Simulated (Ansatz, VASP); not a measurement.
**One calculation of Zr, two programs**

The input INCAR:

```
SYSTEM = Zr
PREC = Accurate
ENCUT = 500
EDIFF = 1E-6
ISMEAR = 0
SIGMA = 0.1
LREAL = .FALSE.
LASPH = .TRUE.
NELM = 120
ALGO = Normal
ISIF = 2
LWAVE = .FALSE.
LCHARG = .FALSE.
GGA = PS
NBANDS = 19
GGA_COMPAT = .FALSE.
```

KPOINTS

```
regular mesh
0
G
  6 6 6
  0 0 0
```

POSCAR

```
Zr
1.0
    1.9701726934      1.1374797349      3.6534490498
   -1.9701726934      1.1374797349      3.6534490498
    0.0000000000     -2.2749594697      3.6534490498
Zr
2
Direct
    0.2275400000      0.2275400000      0.2275400000
    0.7724600000      0.7724600000      0.7724600000
```

Input for Ansatz:

```yaml
crystal:
  lattice:
    - [1.9701726934, 1.1374797349, 3.6534490498]
    - [-1.9701726934, 1.1374797349, 3.6534490498]
    - [0.0, -2.2749594697, 3.6534490498]
  atoms:
    - { symbol: Zr, position: [0.22754, 0.22754, 0.22754] }
    - { symbol: Zr, position: [0.77246, 0.77246, 0.77246] }
basis:
  ecutwfc: 420
kpoints:
  mp_grid: { grid: [6, 6, 6] }
hamiltonian:
  xc: pbesol
scf:
  occupations: { method: gaussian, width: 0.1 }
  lower_state_search: "off"
output:
  forces: true
  stress: true
  eigenvalues: true
```

Alike in both runs: task single point; functional PBEsol; k mesh 6 × 6 × 6; occupations gaussian, width 0.1 eV; no spin polarisation.

```csv
,VASP,Ansatz
version,VASP 6.6.1,Ansatz 0.2.0
potentials or method,"VASP PAW PBE potentials, release 64 (Zr_sv), cutoff 500 eV","scalar-relativistic, plane waves, PAW"
valence electrons in the cell,24,24
```

VASP gave:

- gap on the k mesh at the Fermi level (eV): none
- pressure (GPa): -2.3
- traceless stress, the component that is largest in VASP (GPa): -1.19
- rms of the force components (eV/Å): 1.855

Q: What did Ansatz give for the same quantities?

A: gap on the k mesh at the Fermi level (eV): none; pressure (GPa): -2.5; traceless stress, the component that is largest in VASP (GPa): -1.14; rms of the force components (eV/Å): 1.836.

VASP's potentials were made for PBE, not for PBEsol. Atom by atom the forces differ by 0.019 eV/Å (rms over components). A gap of «none» marks a metal or a gap that the smearing closes.
